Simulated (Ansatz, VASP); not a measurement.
**Two plane-wave programs on Ge**

```
Ge
1.0
    -1.49735    1.49735    1.49735
     1.49735   -1.49735    1.49735
     1.49735    1.49735   -1.49735
Ge
1
Direct
  0.00000 0.00000 0.00000
```

Change from the starting cell: volume scaled by 0.75, PAW files.

Alike in both runs: task single point; functional LDA; k mesh 18 × 18 × 18; occupations fermi-dirac, width 0.1 eV; no spin polarisation.

|  | VASP | Ansatz |
| --- | --- | --- |
| version | VASP 6.6.1 | Ansatz 0.2.0 |
| potentials or method | VASP PAW LDA potentials, release 64 (Ge_d) | PAW with Ansatz's default frozen-core files, scalar-relativistic |
| plane-wave cutoff (eV) | 520 | 420 |
| valence electrons in the cell | 14 | 14 |

Ansatz gave:

```
pressure (GPa) : 42.3
```

Task: What did VASP give for the same quantities?

Result: Pressure (GPa): 42.8.

LDA's correlation is that of Perdew and Zunger in VASP and of Perdew and Wang (1992) in Ansatz. Both programs put the cell under a high pressure, so it lies far from rest at this level.
